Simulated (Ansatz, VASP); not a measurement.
## CdSe in VASP and in Ansatz

INCAR

```
ALGO = Normal
EDIFF = 1E-8
ENCUT = 520
GGA = PE
ISIF = 2
ISMEAR = -1
LASPH = T
LCHARG = F
LEFG = T
LREAL = F
LWAVE = F
NBANDS = 26
NELM = 60
PREC = Accurate
SIGMA = 0.02
```

KPOINTS

```
k-points
0
Gamma
  8 8 4
```

POSCAR

```
CdSe
1.0
    4.3000000000      0.0000000000      0.0000000000
   -2.1500000000      3.7239092363      0.0000000000
    0.0000000000      0.0000000000      7.0200000000
Cd Se
2 2
Direct
    0.3333333333      0.6666666667      0.0048632273
    0.6666666667      0.3333333333      0.5048632273
    0.3333333333      0.6666666667      0.3801367727
    0.6666666667      0.3333333333      0.8801367727
```

Input for Ansatz:

```yaml
crystal:
  lattice:
    - [4.3, 0.0, 0.0]
    - [-2.15, 3.7239092363, 0.0]
    - [0.0, 0.0, 7.02]
  atoms:
    - { symbol: Cd, position: [0.3333333333, 0.6666666667, 0.0048632273] }
    - { symbol: Cd, position: [0.6666666667, 0.3333333333, 0.5048632273] }
    - { symbol: Se, position: [0.3333333333, 0.6666666667, 0.3801367727] }
    - { symbol: Se, position: [0.6666666667, 0.3333333333, 0.8801367727] }
kpoints:
  mp_grid: { grid: [8, 8, 4] }
scf:
  occupations: { method: fermi_dirac, width: 0.02 }
hamiltonian:
  xc: pbe
  pseudopotentials: { kind: paw }
output:
  forces: true
  stress: true
  populations: true
  efg: { contact_densities: true }
basis:
  ecutwfc: 550
```

Alike in both runs: task electric field gradients; functional PBE; k mesh 8 × 8 × 4; occupations fermi-dirac, width 0.02 eV; no spin polarisation.

|  | VASP | Ansatz |
| --- | --- | --- |
| version | VASP 6.6.1 | Ansatz 0.2.0 |
| potentials or method | VASP PAW PBE potentials, release 64 (Cd, Se), cutoff 520 eV | plane-wave PAW, scalar-relativistic |
| valence electrons in the cell | 36 | 72 |

VASP gave:

- pressure (GPa): 3.2
- traceless stress, the component that is largest in VASP (GPa): 0.07
- rms of the force components (eV/Å): 0.005
- size of Vzz on the site where it differs most (V/Å²): 1.0

Which values does Ansatz return?

Pressure (GPa): 2.9; traceless stress, the component that is largest in VASP (GPa): 0.07; rms of the force components (eV/Å): 0.005; size of Vzz on the site where it differs most (V/Å²): 0.7.

Atom by atom the forces differ by 0.000 eV/Å (rms over components). VASP's potentials hold 36 valence electrons a cell and Ansatz's 72, so a difference there can come from the potentials and not from the codes.
